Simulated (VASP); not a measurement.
# DyAgH2 in VASP: notebook, part 2 of 3

VASP 6.6.1.

## (3) Relaxation of cell and atoms, PBE

This run uses another cell than the first one, of 14.22 Å³/atom.

INCAR reads:

```
SYSTEM = DyAgH2
ALGO     = Normal         ! electronic algorithm
EDIFF    = 1E-7           ! SCF threshold, eV
EDIFFG   = -0.08          ! ionic threshold
ENCUT    = 500            ! plane-wave cutoff, eV
GGA      = PE             ! functional
GGA_COMPAT= .FALSE.      
IBRION   = 2              ! ionic algorithm
ISIF     = 3              ! what is computed and relaxed
ISMEAR   = 0              ! smearing method
LASPH    = .TRUE.         ! aspherical terms in the spheres
LCHARG   = .FALSE.        ! write CHGCAR
LMAXMIX  = 6              ! l up to which the mixer works
LREAL    = .FALSE.        ! projectors in reciprocal space
LWAVE    = .FALSE.        ! write WAVECAR
NELM     = 200            ! most SCF steps
NELMIN   = 4            
NSW      = 36             ! ionic steps
PREC     = Accurate       ! precision mode
SIGMA    = 0.2            ! smearing width, eV
```

KPOINTS reads:

```
k-points
0
G
  5 5 2
  0 0 0
```

POSCAR reads:

```
DyAgH2
1.0
    3.6433030400      0.0000000000      0.0000000000
    0.0000000000      3.6433030400      0.0000000000
    0.0000000000      0.0000000000      8.5678401800
Dy Ag H
2 2 4
Direct
    0.5000000000      0.0000000000      0.7531499900
    0.0000000000      0.5000000000      0.2468500100
    0.0000000000      0.0000000000      0.0000000000
    0.5000000000      0.5000000000      0.0000000000
    0.5000000000      0.0000000000      0.1694000100
    0.0000000000      0.5000000000      0.8305999900
    0.0000000000      0.0000000000      0.5000000000
    0.5000000000      0.5000000000      0.5000000000
```

Potentials or basis: VASP PAW PBE potentials, release 64 (Dy_3, Ag, H), 4f in core.

Started as:

```sh
$ cat potpaw_PBE.64/Dy_3/POTCAR potpaw_PBE.64/Ag/POTCAR potpaw_PBE.64/H/POTCAR > POTCAR
$ mpirun -np 1 vasp_std > vasp.out
```

OUTCAR:

```text
SYSTEM = DyAgH2
   EDIFF = 1E-7
   EDIFFG = -0.08
   ENCUT = 500
   GGA = PE
   IBRION = 2
   ISIF = 3
   ISMEAR = 0
   LASPH = .TRUE.
   LREAL = .FALSE.
   NELM = 200
   NELMIN = 4
   NSW = 36
   PREC = Accurate

 ion  position               nearest neighbor table
   1  0.500  0.000  0.753-   3 2.79   4 2.79   4 2.79   3 2.79
   2  0.000  0.500  0.247-   3 2.79   4 2.79   3 2.79   4 2.79
   3  0.000  0.000  0.000-   4 2.58   4 2.58   4 2.58   4 2.58   2 2.79   1 2.79   1 2.79   2 2.79

   4  0.500  0.500  0.000-   3 2.58   3 2.58   3 2.58   3 2.58   2 2.79   2 2.79   1 2.79   1 2.79

   5  0.500  0.000  0.169-
   6  0.000  0.500  0.831-
   7  0.000  0.000  0.500-
   8  0.500  0.500  0.500-

  LATTYP: Found a simple tetragonal cell.
 ALAT       =     3.6433030400
 C/A-ratio  =     2.3516682763

  Lattice vectors:

 A1 = (   3.6433030400,   0.0000000000,   0.0000000000)
 A2 = (   0.0000000000,   3.6433030400,   0.0000000000)
 A3 = (   0.0000000000,   0.0000000000,   8.5678401800)

Analysis of symmetry for initial positions (statically):
=====================================================================
 Subroutine PRICEL returns:
 Original cell was already a primitive cell.

 Routine SETGRP: Setting up the symmetry group for a
 simple tetragonal supercell.

 Subroutine GETGRP returns: Found 16 space group operations
 (whereof  8 operations were pure point group operations)
 out of a pool of 16 trial point group operations.

The static configuration has the point symmetry D_2d.
 The point group associated with its full space group is D_4h.

Analysis of symmetry for dynamics (positions and initial velocities):
=====================================================================
 Subroutine PRICEL returns:
 Original cell was already a primitive cell.

 Routine SETGRP: Setting up the symmetry group for a
 simple tetragonal supercell.

 Subroutine GETGRP returns: Found 16 space group operations
[... 113 lines left out ...]
   PSTRESS=    0.0 pullay stress
   NELECT =      44.0000    total number of electrons
   NUPDOWN=      -1.0000    fix difference up-down
   EMIN   =  10.00;   EMAX   =-10.00  energy-range for DOS
   EFERMI =   0.00;   METHOD = LEGACY
   ISMEAR =     0;   SIGMA  =   0.20  broadening in eV -4-tet -1-fermi 0-gaus
   EFERMI_NEDOS =   21; number of points for ismear=-14 and -15
   IALGO  =     38    algorithm
   IMIX   =      4    mixing-type and parameters
     AMIX     =   0.40;   BMIX     =  1.00
     AMIX_MAG =   1.60;   BMIX_MAG =  1.00
  volume/ion in A,a.u.               =      14.22        95.93
  Fermi-wavevector in a.u.,A,eV,Ry     =   1.192903  2.254260 19.361324  1.423017
  Thomas-Fermi vector in A             =   2.328930
   LORBIT       =      0    0 simple, 1 ext, 2 COOP (PROOUT), +10 PAW based schemes
   GGA     = PE    functional components
   LHFCALC =     F    Hartree Fock is set to
   AEXX    =    0.0000 exact exchange contribution
   IVDW    =     0    specifies the selected vdW correction
   LEPSILON=     F    determine dielectric tensor
   LRPA    =     F    only Hartree local field effects (RPA)
 conjugate gradient relaxation of ions
 non-spin polarized calculation
 Gauss-broadening in eV      SIGMA  =   0.20
  energy-cutoff  :      500.00
  volume of cell :      113.73
 maximum number of plane-waves:      2927
 NGX is ok and might be reduce to    28
   NGX = 13   NGY = 13   NGZ = 31

--------------------------------------- Ionic step        1  -------------------------------------------

 number of electron      44.0000009 magnetization

 Free energy of the ion-electron system (eV)
  ---------------------------------------------------
  ext. energy  EPLUGINS =         0.00000000
  ---------------------------------------------------
  free energy    TOTEN  =       -24.42069701 eV

  energy without entropy =      -24.35795578  energy(sigma->0) =      -24.38932639

------------------------ aborting loop because EDIFF is reached ----------------------------------------

  FORCE on cell =-STRESS in cart. coord.  units (eV):
  Direction    XX          YY          ZZ          XY          YZ          ZX
  --------------------------------------------------------------------------------------
  -------------------------------------------------------------------------------------
  Total        9.0622489      9.0622489      7.0807468      0.0000000      0.0000000      0.0000000
  in kB      127.6687537    127.6687537     99.7533978      0.0000000      0.0000000      0.0000000
  external PRESSURE =     118.3636350 kB  Pullay stress =       0.0000000 kB
[... 844 lines left out ...]
     26       5.5221      0.00000
     27       6.8050      0.00000

[... ionic steps 4 to 14 ...]

--------------------------------------- Ionic step       15  -------------------------------------------

 number of electron      43.9999981 magnetization

------------------------ aborting loop because EDIFF is reached ----------------------------------------
[... 79 lines left out ...]
--------------------------------------- Ionic step       17  -------------------------------------------

 number of electron      43.9999984 magnetization

 Free energy of the ion-electron system (eV)
  ---------------------------------------------------
  ext. energy  EPLUGINS =         0.00000000
  ---------------------------------------------------
  free energy    TOTEN  =       -30.00560155 eV

  energy without entropy =      -29.96421802  energy(sigma->0) =      -29.98490979

 E-fermi :   5.2532     XC(G=0): -10.6541

 val. band max:        5.2203404422   @ k =   0.0000   0.0000   0.0000
 cond. band min:       5.2754946241   @ k =   0.0000   0.0000   0.0000
 fundamental gap:      0.0551541819
 Fermi energy:         5.2531798885
[... 393 lines left out ...]
  FREE ENERGIE OF THE ION-ELECTRON SYSTEM (eV)
  ---------------------------------------------------
  free  energy   TOTEN  =       -30.0056015544 eV

  energy  without entropy=      -29.9642180226  energy(sigma->0) =      -29.98490979

 reached required accuracy - stopping structural energy minimisation
```

Wall time 6.2 min (1 thread of Intel Xeon Platinum 8559C (Emerald Rapids), shared host); peak memory 0.25 GiB.

What came out:

- Free energy: -30.0056 eV
- Relaxed volume: 13.56 Å³/atom
- Relaxed cell: a = 3.767 Å, b = 3.767 Å, c = 7.642 Å, α = 90.00°, β = 90.00°, γ = 90.00°
- Space group after relaxing (to 0.1 Å): P4/nmm (No. 129)
- Energy gained by relaxing: 698.1 meV/atom
- Ionic steps: 17
- Pressure after relaxing: 0.2 GPa
- Largest force after relaxing: 0.048 eV/Å
- Band gap on the k mesh: zero (bands 22 and 23 overlap by 0.91 eV)

Forces on the atoms (eV/Å):
```
Dy   0.000  0.000 -0.032
Dy   0.000  0.000  0.032
Ag   0.000  0.000  0.000
Ag   0.000  0.000  0.000
H    0.000  0.000 -0.048
H    0.000  0.000  0.048
H    0.000  0.000  0.000
H    0.000  0.000  0.000
```

Step by step:
| step | energy change (eV) | largest force (eV/Å) | pressure (GPa) | volume (Å³) |
| --- | --- | --- | --- | --- |
| 1 | 0.0000 | 5.4259 | 11.84 | 113.73 |
| 2 | -2.1723 | 2.0044 | -6.36 | 131.90 |
| 3 | -2.2129 | 1.6715 | -7.86 | 134.92 |
| 4 | -3.3000 | 1.2972 | -6.03 | 124.22 |
| 5 | -4.2144 | 1.0436 | 5.30 | 103.60 |
| 6 | -4.2438 | 1.0546 | 1.67 | 107.69 |
| 7 | -4.2525 | 1.0518 | 2.80 | 106.29 |
| 8 | -4.4433 | 0.9515 | 0.74 | 108.52 |
| 9 | -4.5700 | 1.2078 | -2.05 | 112.98 |
| 10 | -4.7530 | 1.1264 | -1.87 | 112.34 |
| 11 | -5.2229 | 0.6554 | -1.15 | 110.41 |
| 12 | -5.5458 | 0.4200 | 1.21 | 106.58 |
| 13 | -5.5649 | 0.2827 | 0.52 | 107.36 |
| 14 | -5.5652 | 0.3087 | 0.61 | 107.25 |
| 15 | -5.5802 | 0.1442 | 0.04 | 108.48 |
| 16 | -5.5806 | 0.1077 | -0.05 | 108.70 |
| 17 | -5.5849 | 0.0478 | 0.16 | 108.47 |

Final structure:
```
Dy Ag H
1.0
     3.76743    0.00000    0.00000
     0.00000    3.76743    0.00000
     0.00000    0.00000    7.64208
Dy Ag H
2 2 4
Cartesian
  1.8837 0.0000 4.9833
  0.0000 1.8837 2.6588
  0.0000 0.0000 0.0000
  1.8837 1.8837 0.0000
  1.8837 0.0000 2.6791
  0.0000 1.8837 4.9630
  0.0000 0.0000 3.8210
  1.8837 1.8837 3.8210
```

Caveat: the k points lie up to 0.41 Å⁻¹ apart in the final cell, too coarse for converged energies and pressures of a metal; spin-orbit coupling is left out, which moves the levels of the heavy elements; the 4f electrons are frozen in the core, so they carry no moment and show no levels; the relaxation stopped at a loose force limit of 0.08 eV/Å, so its end isn't a converged minimum.

## (4) Single point, PBE

This run uses another cell than the first one, of 13.60 Å³/atom.

INCAR reads:

```
ALGO = Normal ; EDIFF = 1E-6
ENCUT = 500 ; GGA = PE
GGA_COMPAT = F ; ISIF = 2
ISMEAR = 0 ; LASPH = T
LCHARG = T ; LELF = T
LMAXMIX = 6 ; LREAL = F
LVHAR = T ; LWAVE = F
NBANDS = 32 ; NELM = 200
PREC = Accurate ; SIGMA = 0.1
```

KPOINTS reads:

```
k-points
0
Gamma
  8 8 4
```

POSCAR reads:

```
DyAgH2
1.0
    3.7801762056      0.0000000000      0.0000000000
    0.0000000000      3.7801762056      0.0000000000
    0.0000000000      0.0000000000      7.6125318230
Dy Ag H
2 2 4
Direct
    0.5000000000      0.0000000000      0.6518110666
    0.0000000000      0.5000000000      0.3481889334
    0.0000000000      0.0000000000      0.0000000000
    0.5000000000      0.5000000000      0.0000000000
    0.5000000000      0.0000000000      0.3511009056
    0.0000000000      0.5000000000      0.6488990944
    0.0000000000      0.0000000000      0.5000000000
    0.5000000000      0.5000000000      0.5000000000
```

Potentials or basis: VASP PAW PBE potentials, release 64 (Dy_3, Ag, H), 4f in core.

Started as:

```sh
$ cat potpaw_PBE.64/Dy_3/POTCAR potpaw_PBE.64/Ag/POTCAR potpaw_PBE.64/H/POTCAR > POTCAR
$ mpirun -np 1 vasp_std > vasp.out
```

OUTCAR:

```text
EDIFF = 1E-6
   ENCUT = 500
   GGA = PE
   ISIF = 2
   ISMEAR = 0
   LASPH = T
   LREAL = F
   NELM = 200
   PREC = Accurate

 ion  position               nearest neighbor table
   1  0.500  0.000  0.652-   7 2.22   8 2.22   8 2.22   7 2.22   5 2.29   4 3.26   4 3.26   3 3.26
                             3 3.26   2 3.53   2 3.53   2 3.53   2 3.53
   2  0.000  0.500  0.348-   7 2.22   8 2.22   7 2.22   8 2.22   6 2.29   3 3.26   4 3.26   4 3.26
                             3 3.26   1 3.53   1 3.53   1 3.53   1 3.53
   3  0.000  0.000  0.000-   4 2.67   4 2.67   4 2.67   4 2.67   2 3.26   1 3.26   1 3.26   2 3.26

   4  0.500  0.500  0.000-   3 2.67   3 2.67   3 2.67   3 2.67   2 3.26   2 3.26   1 3.26   1 3.26

[... 1060 lines left out ...]
  in kB        0.4129052      0.4129052      4.4448619      0.0000000      0.0000000     -0.0000000
  external PRESSURE =       1.7568908 kB  Pullay stress =       0.0000000 kB

 VOLUME and BASIS-vectors are now :
 -----------------------------------------------------------------------------
  energy-cutoff  :      500.00
  volume of cell :      108.78
      direct lattice vectors                 reciprocal lattice vectors
     3.780176206  0.000000000  0.000000000     0.264537933  0.000000000  0.000000000
     0.000000000  3.780176206  0.000000000     0.000000000  0.264537933  0.000000000
     0.000000000  0.000000000  7.612531823     0.000000000  0.000000000  0.131362341

 POSITION                                       TOTAL-FORCE (eV/Angst)
 -----------------------------------------------------------------------------------
      1.89009      0.00000      4.96193         0.000000      0.000000      0.004699
      0.00000      1.89009      2.65060        -0.000000     -0.000000     -0.004699
      0.00000      0.00000      0.00000        -0.000000     -0.000000      0.000000
      1.89009      1.89009      0.00000        -0.000000      0.000000      0.000000
      1.89009      0.00000      2.67277        -0.000000      0.000000     -0.008973
      0.00000      1.89009      4.93977        -0.000000     -0.000000      0.008973
      0.00000      0.00000      3.80627        -0.000000     -0.000000      0.000000
      1.89009      1.89009      3.80627        -0.000000      0.000000      0.000000
 -----------------------------------------------------------------------------------
    total drift:                                0.000000      0.000000      0.000000

  FREE ENERGIE OF THE ION-ELECTRON SYSTEM (eV)
  ---------------------------------------------------
  free  energy   TOTEN  =       -29.8990974042 eV

  energy  without entropy=      -29.8895691485  energy(sigma->0) =      -29.89433328
```

Run time: 1.7 min. Hardware: 1 thread of Intel Xeon Platinum 8559C (Emerald Rapids), shared host; peak memory 0.29 GiB.

Results:

| Property | Result |
| --- | --- |
| Free energy | -29.8991 eV |
| Pressure | 0.2 GPa |
| Largest force | 0.009 eV/Å |
| Band gap on the k mesh | zero (bands 22 and 23 overlap by 0.82 eV) |

Forces in eV/Å, atoms in the order of the input:
```
Dy   0.000  0.000  0.005
Dy   0.000  0.000 -0.005
Ag   0.000  0.000  0.000
Ag   0.000  0.000  0.000
H    0.000  0.000 -0.009
H    0.000  0.000  0.009
H    0.000  0.000  0.000
H    0.000  0.000  0.000
```

Stress tensor (GPa, compression positive):
```
0.04 0.00 0.00
0.00 0.04 0.00
0.00 0.00 0.44
```

Caveat: spin-orbit coupling is left out, which moves the levels of the heavy elements; the 4f electrons are frozen in the core, so they carry no moment and show no levels. Spin polarisation is off, so any magnetic state and its effect on volume and gap are missing.

[end of part 2 of 3]

The gap in the log of VASP goes by the Fermi energy; the results here count the filled bands.